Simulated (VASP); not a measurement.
Here is a VASP 6.6.1 calculation.

INCAR

```
SYSTEM = Si2GeN
ALGO = Normal
EDIFF = 1E-7
ENCUT = 520
GGA = PE
ISIF = 2
ISMEAR = 0
LASPH = .TRUE.
LCHARG = .FALSE.
LREAL = .FALSE.
LWAVE = .FALSE.
NBANDS = 22
NELM = 80
PREC = Accurate
SIGMA = 0.1
```

File KPOINTS:

```
k-points
0
G
  18 12 8
  0 0 0
```

POSCAR

```
Si2GeN
1.0
    2.6685828764      0.0000000000      0.0000000000
    0.0000000000      4.1554948170      0.0000000000
    0.0000000000      0.0000000000      5.7572968653
Si Ge N
2 1 1
Direct
    0.5000000000      0.0000000000      0.2333681997
    0.5000000000      0.0000000000      0.7666318003
    0.5000000000      0.5000000000      0.5000000000
    0.0000000000      0.0000000000      0.0000000000
```

Potentials or basis: VASP PAW PBE potentials, release 64 (Si, Ge_d, N).

Run with:

```bash
$ cat potpaw_PBE.64/Si/POTCAR potpaw_PBE.64/Ge_d/POTCAR potpaw_PBE.64/N/POTCAR > POTCAR
$ mpirun -np 1 vasp_std > vasp.out
```

Q: What does it give for the band gap on the k mesh?

A: Zero (an odd number of electrons rules out a gap without spin polarisation).

Q: What does it give for the largest force?

A: 0.020 eV/Å.

Forces on the atoms (eV/Å):
```
Si   0.000  0.000 -0.020
Si   0.000  0.000  0.020
Ge   0.000  0.000  0.000
N    0.000  0.000  0.000
```
